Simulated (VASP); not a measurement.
A run of VASP 6.6.1 is set up as follows.

POSCAR

```
GaSb
1.0
    0.0000000000      3.1189956238      3.1189956238
    3.1189956238      0.0000000000      3.1189956238
    3.1189956238      3.1189956238      0.0000000000
Sb Ga
1 1
Direct
    0.7500000000      0.7500000000      0.7500000000
    0.0000000000      0.0000000000      0.0000000000
```

INCAR.step1

```
PREC = Accurate ; ENCUT = 520
ISMEAR = -1 ; SIGMA = 0.05
LREAL = False ; LASPH = True
NELM = 60 ; NBANDS = 16
GGA = PE ; ALGO = Normal
EDIFF = 1E-4 ; LWAVE = True
LCHARG = False
```

Contents of INCAR.step2:

```
PREC = Accurate ; ENCUT = 520
EDIFF = 1E-7 ; ISMEAR = -1
SIGMA = 0.05 ; LREAL = False
LASPH = True ; NELM = 60
ALGO = Normal ; ISIF = 2
LWAVE = False ; LCHARG = False
METAGGA = R2SCAN ; LMIXTAU = True
NBANDS = 16 ; ISTART = 1
```

Contents of KPOINTS:

```
Automatic mesh
0
Gamma
  8 8 8
```

Potentials or basis: VASP PAW PBE potentials, release 64 (Sb, Ga_d).

The run is started by

```console
$ cat potpaw_PBE.64/Sb/POTCAR potpaw_PBE.64/Ga_d/POTCAR > POTCAR
$ cp INCAR.step1 INCAR
$ mpirun -np 1 vasp_std > vasp.out
$ cp INCAR.step2 INCAR
$ mpirun -np 1 vasp_std > vasp.out
```

(1) Predict the pressure.

Results:

(1) -2.3 GPa.

Caveat: the PAW data sets were made with another functional, which shifts forces and pressure a little.
